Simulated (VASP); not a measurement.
# LaBe (Pm-3m) in VASP: further runs

The runs below take LaBe through single point, relaxation of cell and atoms, with PBE.

All numbers are computed with VASP 6.6.1; they aren't measurements. Logs are shortened: lines on timing, memory, paths and dates and some standing lists are left out, and cuts for length are marked.

### 1 The cell of the first run

The structure is cubic, space group Pm-3m (No. 221). The conventional cell has a = 3.592 Å, b = 3.592 Å, c = 3.592 Å, α = 90.00°, β = 90.00°, γ = 90.00°. Within 4.1 Å of La (site symmetry m-3m) lie 8 Be at 3.11 Å and 6 La at 3.59 Å. Within 4.1 Å of Be (site symmetry m-3m) lie 8 La at 3.11 Å and 6 Be at 3.59 Å.

The cell was built from a structure type or drawn by symmetry, and may not be a known phase.

### 2 Single point, PBE

Input file INCAR:

```
SYSTEM = LaBe
  ALGO = Fast
  EDIFF = 1E-6
  ENCUT = 520
  GGA = PE
  ISIF = 2
  ISMEAR = 0
  LASPH = .True.
  LCHARG = .True.
  LELF = .True.
  LREAL = .False.
  LVHAR = .True.
  LWAVE = .False.
  NBANDS = 14
  NELM = 60
  PREC = Accurate
  SIGMA = 0.1
```

Input file KPOINTS:

```
k-points
0
Gamma
  6 6 6
  0 0 0
```

Input file POSCAR:

```
LaBe
1.0
    3.5919611548      0.0000000000      0.0000000000
    0.0000000000      3.5919611548      0.0000000000
    0.0000000000      0.0000000000      3.5919611548
La Be
1 1
Direct
    0.0000000000      0.0000000000      0.0000000000
    0.5000000000      0.5000000000      0.5000000000
```

Potentials or basis: VASP PAW PBE potentials, release 64 (La, Be).

The run is started by

```bash
cat potpaw_PBE.64/La/POTCAR potpaw_PBE.64/Be/POTCAR > POTCAR
mpirun -np 1 vasp_std > vasp.out
```

OUTCAR:

```text
SYSTEM = LaBe
   EDIFF = 1E-6
   ENCUT = 520
   GGA = PE
   ISIF = 2
   ISMEAR = 0
   LASPH = .True.
   LREAL = .False.
   NELM = 60
   PREC = Accurate

 ion  position               nearest neighbor table
   1  0.000  0.000  0.000-
   2  0.500  0.500  0.500-

  LATTYP: Found a simple cubic cell.
 ALAT       =     3.5919611548

  Lattice vectors:

 A1 = (   3.5919611548,   0.0000000000,   0.0000000000)
 A2 = (   0.0000000000,   3.5919611548,   0.0000000000)
 A3 = (   0.0000000000,   0.0000000000,   3.5919611548)

Analysis of symmetry for initial positions (statically):
=====================================================================
 Subroutine PRICEL returns:
 Original cell was already a primitive cell.

 Routine SETGRP: Setting up the symmetry group for a
 simple cubic supercell.

 Subroutine GETGRP returns: Found 48 space group operations
 (whereof 48 operations were pure point group operations)
 out of a pool of 48 trial point group operations.

The static configuration has the point symmetry O_h .

Analysis of symmetry for dynamics (positions and initial velocities):
=====================================================================
 Subroutine PRICEL returns:
 Original cell was already a primitive cell.

 Routine SETGRP: Setting up the symmetry group for a
 simple cubic supercell.

 Subroutine GETGRP returns: Found 48 space group operations
 (whereof 48 operations were pure point group operations)
 out of a pool of 48 trial point group operations.

The dynamic configuration has the point symmetry O_h .

 Subroutine INISYM returns: Found 48 space group operations
 (whereof 48 operations are pure point group operations),
 and found     1 'primitive' translations

----------------------------------------------------------------------------------------

                                     Primitive cell

  volume of cell :      46.3441

  direct lattice vectors                    reciprocal lattice vectors
     3.591961155  0.000000000  0.000000000     0.278399447  0.000000000  0.000000000
     0.000000000  3.591961155  0.000000000     0.000000000  0.278399447  0.000000000
     0.000000000  0.000000000  3.591961155     0.000000000  0.000000000  0.278399447

  length of vectors
     3.591961155  3.591961155  3.591961155     0.278399447  0.278399447  0.278399447

  position of ions in fractional coordinates (direct lattice)
     0.000000000  0.000000000  0.000000000
[... 83 lines left out ...]
   PSTRESS=    0.0 pullay stress
   NELECT =      13.0000    total number of electrons
   NUPDOWN=      -1.0000    fix difference up-down
   EMIN   =  10.00;   EMAX   =-10.00  energy-range for DOS
   EFERMI =   0.00;   METHOD = LEGACY
   ISMEAR =     0;   SIGMA  =   0.10  broadening in eV -4-tet -1-fermi 0-gaus
   EFERMI_NEDOS =   21; number of points for ismear=-14 and -15
   IALGO  =     68    algorithm
   IMIX   =      4    mixing-type and parameters
     AMIX     =   0.40;   BMIX     =  1.00
     AMIX_MAG =   1.60;   BMIX_MAG =  1.00
  volume/ion in A,a.u.               =      23.17       156.37
  Fermi-wavevector in a.u.,A,eV,Ry     =   1.071662  2.025147 15.625726  1.148458
  Thomas-Fermi vector in A             =   2.207409
   LORBIT       =      0    0 simple, 1 ext, 2 COOP (PROOUT), +10 PAW based schemes
   GGA     = PE    functional components
   LHFCALC =     F    Hartree Fock is set to
   AEXX    =    0.0000 exact exchange contribution
   IVDW    =     0    specifies the selected vdW correction
   LEPSILON=     F    determine dielectric tensor
   LRPA    =     F    only Hartree local field effects (RPA)
 non-spin polarized calculation
 RMM-DIIS sequential band-by-band and
 Gauss-broadening in eV      SIGMA  =   0.10
  energy-cutoff  :      520.00
  volume of cell :       46.34
 maximum number of plane-waves:      1262
 NGX is ok and might be reduce to    28
   NGX = 13   NGY = 13   NGZ = 13

 number of electron      13.0000001 magnetization

 Free energy of the ion-electron system (eV)
  ---------------------------------------------------
  ext. energy  EPLUGINS =         0.00000000
  ---------------------------------------------------
  free energy    TOTEN  =        -8.20031959 eV

  energy without entropy =       -8.19289708  energy(sigma->0) =       -8.19660833

 E-fermi :   7.0346     XC(G=0):  -9.7537

 val. band max:        6.9923824500   @ k =   0.3333   0.1667   0.1667
 cond. band min:       7.1602575364   @ k =   0.1667   0.1667   0.0000
 fundamental gap:      0.1678750864
 Fermi energy:         7.0346030181

 k-point     1 :       0.0000    0.0000    0.0000
  band No.  band energies     occupation
      1     -25.3887      2.00000
      2      -8.6262      2.00000
      3      -8.6262      2.00000
      4      -8.6262      2.00000
      5       2.0487      2.00000
      6       6.5791      2.00000
      7       6.5791      2.00000
      8       9.0956      0.00000
      9       9.0956      0.00000
     10       9.0956      0.00000
     11       9.4283      0.00000
     12       9.4283      0.00000
     13       9.4283      0.00000
     14       9.7553      0.00000
[... 309 lines left out ...]
      1     -25.0718      2.00000
      2      -9.3854      2.00000
      3      -9.3854      2.00000
      4      -9.3854      2.00000
      5       4.8077      2.00000
      6       4.8077      2.00000
      7       4.8077      2.00000
      8       6.7871      1.99954
      9       9.4709      0.00000
     10       9.4709      0.00000
     11       9.4709      0.00000
     12       9.7790      0.00000
     13       9.7790      0.00000
     14       9.7790      0.00000

------------------------ aborting loop because EDIFF is reached ----------------------------------------

  FORCE on cell =-STRESS in cart. coord.  units (eV):
  Direction    XX          YY          ZZ          XY          YZ          ZX
  --------------------------------------------------------------------------------------
  -------------------------------------------------------------------------------------
  Total        0.0300130      0.0300130      0.0300130      0.0000000      0.0000000     -0.0000000
  in kB        1.0375868      1.0375868      1.0375868      0.0000000      0.0000000     -0.0000000
  external PRESSURE =       1.0375868 kB  Pullay stress =       0.0000000 kB

 VOLUME and BASIS-vectors are now :
 -----------------------------------------------------------------------------
  energy-cutoff  :      520.00
  volume of cell :       46.34
      direct lattice vectors                 reciprocal lattice vectors
     3.591961155  0.000000000  0.000000000     0.278399447  0.000000000  0.000000000
     0.000000000  3.591961155  0.000000000     0.000000000  0.278399447  0.000000000
     0.000000000  0.000000000  3.591961155     0.000000000  0.000000000  0.278399447

 POSITION                                       TOTAL-FORCE (eV/Angst)
 -----------------------------------------------------------------------------------
      0.00000      0.00000      0.00000         0.000000      0.000000      0.000000
      1.79598      1.79598      1.79598         0.000000      0.000000      0.000000
 -----------------------------------------------------------------------------------
    total drift:                               -0.000000     -0.000000     -0.000000

  FREE ENERGIE OF THE ION-ELECTRON SYSTEM (eV)
  ---------------------------------------------------
  free  energy   TOTEN  =        -8.2003195863 eV

  energy  without entropy=       -8.1928970806  energy(sigma->0) =       -8.19660833
```

OSZICAR:

```text
N       E                     dE             d eps       ncg     rms          rms(c)
DAV:   1     0.996029936768E+02    0.99603E+02   -0.43219E+03   576   0.112E+03
DAV:   2     0.793392142463E+00   -0.98810E+02   -0.90874E+02   710   0.182E+02
DAV:   3    -0.767443801667E+01   -0.84678E+01   -0.82185E+01   764   0.826E+01
[... 16 lines left out ...]
RMM:  20    -0.820031632107E+01   -0.10270E-05   -0.25247E-05   742   0.274E-02    0.706E-03
RMM:  21    -0.820031651351E+01   -0.19244E-06   -0.19138E-05   775   0.255E-02    0.303E-03
RMM:  22    -0.820031783320E+01   -0.13197E-05   -0.15981E-05   757   0.250E-02    0.114E-03
RMM:  23    -0.820031889776E+01   -0.10646E-05   -0.11602E-05   670   0.207E-02    0.105E-03
RMM:  24    -0.820031958627E+01   -0.68852E-06   -0.83106E-06   620   0.178E-02
   1 F= -.82003196E+01 E0= -.81966083E+01  d E =-.742251E-02
```

It took 42 s on 1 thread of Intel Xeon 8259CL, shared host; peak memory 0.17 GiB.

Results:

```yaml
Free_energy: -8.2003 eV
Pressure: 0.1 GPa
Band_gap_on_the_k_mesh: zero (an odd number of electrons rules out a gap without spin polarisation)
```

Caveat: spin-orbit coupling is left out, which moves the levels of the heavy elements.

### 3 Relaxation of cell and atoms, PBE

This run uses another cell than the first one, of 19.00 Å³/atom.

Input file INCAR:

```
SYSTEM = LaBe
PREC     = Accurate       ! precision mode
ENCUT    = 600            ! plane-wave cutoff, eV
EDIFF    = 1E-6           ! SCF threshold, eV
ISMEAR   = 0              ! smearing method
SIGMA    = 0.1            ! smearing width, eV
LREAL    = .False.        ! projectors in reciprocal space
LASPH    = .True.         ! aspherical terms in the spheres
NELM     = 100            ! most SCF steps
ALGO     = Normal         ! electronic algorithm
ISIF     = 3              ! what is computed and relaxed
LWAVE    = .False.        ! write WAVECAR
LCHARG   = .False.        ! write CHGCAR
GGA      = PE             ! functional
IBRION   = 2              ! ionic algorithm
NSW      = 90             ! ionic steps
EDIFFG   = -0.04          ! ionic threshold
```

Input file KPOINTS:

```
Automatic mesh
0
Gamma
  6 6 6
  0 0 0
```

Input file POSCAR:

```
LaBe
1.0
    3.3621856700      0.0000000000      0.0000000000
    0.0000000000      3.3621856700      0.0000000000
    0.0000000000      0.0000000000      3.3621856700
La Be
1 1
Direct
    0.0000000000      0.0000000000      0.0000000000
    0.5000000000      0.5000000000      0.5000000000
```

Potentials or basis: VASP PAW PBE potentials, release 64 (La, Be).

The run is started by

```bash
cat potpaw_PBE.64/La/POTCAR potpaw_PBE.64/Be/POTCAR > POTCAR
mpirun -np 1 vasp_std > vasp.out
```

Wall time 56 s (1 thread of Intel Xeon 8259CL, shared host); peak memory 0.17 GiB.

The run converged. Its results:

| Item | Value |
| --- | --- |
| Free energy | -8.2002 eV |
| Relaxed volume | 23.19 Å³/atom |
| Relaxed cell | a = 3.593 Å, b = 3.593 Å, c = 3.593 Å, α = 90.00°, β = 90.00°, γ = 90.00° |
| Space group after relaxing (to 0.1 Å) | Pm-3m (No. 221) |
| Energy gained by relaxing | 155.1 meV/atom |
| Ionic steps | 3 |
| Pressure after relaxing | 0.1 GPa |
| Band gap on the k mesh | zero (an odd number of electrons rules out a gap without spin polarisation) |

The path:
```csv
step,energy change (eV),largest force (eV/Å),pressure (GPa),volume (Å³)
1,0.0000,0.0000,13.57,38.01
2,-0.3062,0.0000,-1.13,47.57
3,-0.3102,0.0000,0.07,46.38
```

Final structure:
```yaml
crystal:
  lattice:
    - [3.59284, 0.00000, 0.00000]
    - [0.00000, 3.59284, 0.00000]
    - [0.00000, 0.00000, 3.59284]
  atoms:
    - { symbol: La, position: [0.00000, 0.00000, 0.00000] }
    - { symbol: Be, position: [0.50000, 0.50000, 0.50000] }
```

Levels at points of the mesh, in eV from the Fermi level:
| k point | band 4 | band 5 | band 6 | band 7 | band 8 | band 9 | band 10 |
| --- | --- | --- | --- | --- | --- | --- | --- |
| (0.00, 0.00, 0.00) | -15.66 | -4.99 | -0.45 | -0.45 | 2.06 | 2.06 | 2.06 |
| (0.50, 0.00, 0.00) | -15.54 | -2.35 | -1.84 | 0.42 | 1.22 | 1.91 | 2.31 |
| (0.50, 0.50, 0.00) | -15.44 | -3.54 | 0.58 | 0.61 | 0.61 | 2.01 | 2.39 |
| (0.50, 0.50, 0.50) | -16.42 | -2.22 | -2.22 | -2.22 | -0.25 | 2.43 | 2.43 |

Caveat: the volume moved by over 15 % at a fixed basis, so the end points are rough; spin-orbit coupling is left out, which moves the levels of the heavy elements.
